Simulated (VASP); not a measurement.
Input of a VASP 6.6.1 run:

Contents of INCAR:

```
SYSTEM = CuO
ALGO = Normal
EDIFF = 1E-6
ENCUT = 520
GGA = PE
ISIF = 2
ISMEAR = -1
LASPH = .TRUE.
LCHARG = .FALSE.
LREAL = .FALSE.
LWAVE = .FALSE.
NBANDS = 25
NELM = 80
PREC = Accurate
SIGMA = 0.05
```

Contents of KPOINTS:

```
k-points
0
G
  8 8 6
  0 0 0
```

The input POSCAR:

```
CuO
1.0
    3.4220509700      0.0000000000      0.0000000000
    0.0000000000      3.4220509700      0.0000000000
    0.0000000000      0.0000000000      4.2604614800
Cu O
2 2
Direct
    0.0000000000      0.5000000000      0.0000000000
    0.5000000000      0.0000000000      0.5000000000
    0.0000000000      0.0000000000      0.2500000000
    0.0000000000      0.0000000000      0.7500000000
```

Potentials or basis: VASP PAW PBE potentials, release 64 (Cu, O).

Launch:

```console
$ cat potpaw_PBE.64/Cu/POTCAR potpaw_PBE.64/O/POTCAR > POTCAR
$ mpirun -np 1 vasp_std > vasp.out
```

Problem. What does it give for the pressure?

Solution. -2.2 GPa.

Problem. What does it give for the band gap on the k mesh?

Solution. Zero (band 17 reaches 4.64 eV, above the bottom of band 18 at 2.85 eV).

Stress tensor (GPa, compression positive):
```
-14.07   0.00   0.00
  0.00 -14.07   0.00
  0.00   0.00  21.40
```

Caveat: semilocal functionals often make such compounds metallic where correlation or magnetic order opens a gap, which also shifts bond lengths. With open d or f shells a metallic result of PBE can be an artefact of self-interaction; +U or a hybrid may open a gap.
